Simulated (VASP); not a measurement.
Wanted: the native input for a VASP 6.6.1 run.

| Quantity | Value |
| --- | --- |
| Task | single point |
| Functional | PBE |
| Potentials or basis | VASP PAW PBE potentials, release 64 (Ru_pv, S) |
| Cutoff | 520 eV |
| k mesh | 4 × 4 × 2 |
| Occupations | gaussian, width 0.15 eV |
| Spin | collinear spin, ferromagnetic start |
| Starting moments | [1.0, 1.0, 0.0, 0.0, 0.0] μB |
| Dipole correction | no |
| Further INCAR settings | ALGO = Normal; EDIFF = 1e-07; NBANDS = 35 |

The structure of Ru2S3 lies in POSCAR:

```
Ru2S3
1.0
    3.5866075799      0.0000000000      0.0000000000
   -1.7933037899      3.1060932776      0.0000000000
    0.0000000000      0.0000000000      7.6999984622
Ru S
2 3
Direct
    0.0000000000      0.0000000000      0.3189603958
    0.0000000000      0.0000000000      0.6810396042
    0.6666666667      0.3333333333      0.1840330452
    0.6666666667      0.3333333333      0.8159669548
    0.3333333333      0.6666666667      0.5000000000
```

The cell was generated, and may not be a known phase.

These files were run (other wordings do the same):

INCAR

```
SYSTEM = Ru2S3
PREC = Accurate ; ENCUT = 520
EDIFF = 1E-7 ; ISMEAR = 0
SIGMA = 0.15 ; LREAL = .False.
LASPH = .True. ; NELM = 150
ALGO = Normal ; ISIF = 2
LWAVE = .False. ; LCHARG = .False.
ISPIN = 2 ; MAGMOM = 1 1 0 0 0
LORBIT = 11 ; LMAXMIX = 4
GGA = PE ; NBANDS = 35
```

KPOINTS

```
regular mesh
0
Gamma
  4 4 2
  0 0 0
```

Potentials or basis: VASP PAW PBE potentials, release 64 (Ru_pv, S).

Launch:

```bash
$ cat potpaw_PBE.64/Ru_pv/POTCAR potpaw_PBE.64/S/POTCAR > POTCAR
$ mpirun -np 1 vasp_std > vasp.out
```

Results of the run:

```json
{
 "Pressure": "-0.2 GPa",
 "Largest force": "0.010 eV/Å",
 "Band gap on the k mesh": "zero (filled and empty bands overlap)",
 "Net moment": "0.00 μB per cell",
 "Valence electrons inside the program's atomic spheres": "Ru 12.66; S 3.64, 3.67 (each value once)"
}
```

Caveat: the k points lie up to 0.51 Å⁻¹ apart, too coarse for converged energies and pressures of a metal.

Run time: 69 s on 1 thread of Intel(R) Xeon(R) Platinum 8259CL CPU @ 2.50GHz (Skylake/Cascade Lake), with other jobs on the host, peak memory 0.25 GiB.
